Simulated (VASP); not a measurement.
Here is a VASP 6.6.1 calculation.

INCAR

```
SYSTEM = BaTiO3
PREC = Accurate
ENCUT = 600
EDIFF = 1E-6
ISMEAR = 0
SIGMA = 0.02
LREAL = .False.
LASPH = .True.
NELM = 60
ALGO = Normal
ISIF = 3
LWAVE = .False.
LCHARG = .False.
GGA = PE
IBRION = 2
NSW = 70
EDIFFG = -0.008
PSTRESS = 150.0
```

The input KPOINTS:

```
regular mesh
0
Gamma
  6 6 6
  0 0 0
```

POSCAR

```
BaTiO3
1.0
    2.7613925259      1.5942907182      2.2597404821
   -2.7613925259      1.5942907182      2.2597404821
    0.0000000000     -3.1885814363      2.2597404822
Ba Ti O
1 1 3
Direct
   -0.0012205863     -0.0012205863     -0.0012205863
    0.5083315437      0.5083315437      0.5083315437
    0.4894097241      0.9851705945      0.4894097241
    0.4894097241      0.4894097241      0.9851705945
    0.9851705945      0.4894097241      0.4894097241
```

Potentials or basis: VASP PAW PBE potentials, release 64 (Ba_sv, Ti_sv, O).

Command:

```bash
$ cat potpaw_PBE.64/Ba_sv/POTCAR potpaw_PBE.64/Ti_sv/POTCAR potpaw_PBE.64/O/POTCAR > POTCAR
$ mpirun -np 1 vasp_std > vasp.out
```

What does it give for the band gap on the k mesh?

1.93 eV, indirect (least direct gap 2.05 eV).

Estimate the space group after relaxing (to 0.05 Å).

R3m (No. 160).

Forces on the atoms (eV/Å):
```
Ba   0.000  0.000 -0.003
Ti   0.000  0.000 -0.007
O    0.003 -0.002  0.003
O    0.000  0.004  0.003
O   -0.003 -0.002  0.003
```

Caveat: the cell is relaxed towards a set pressure, so the enthalpy falls and the energy may rise; spin-orbit coupling is left out, which moves the levels of the heavy elements. A hybrid or GW would open this gap; PBE tends to underestimate it.
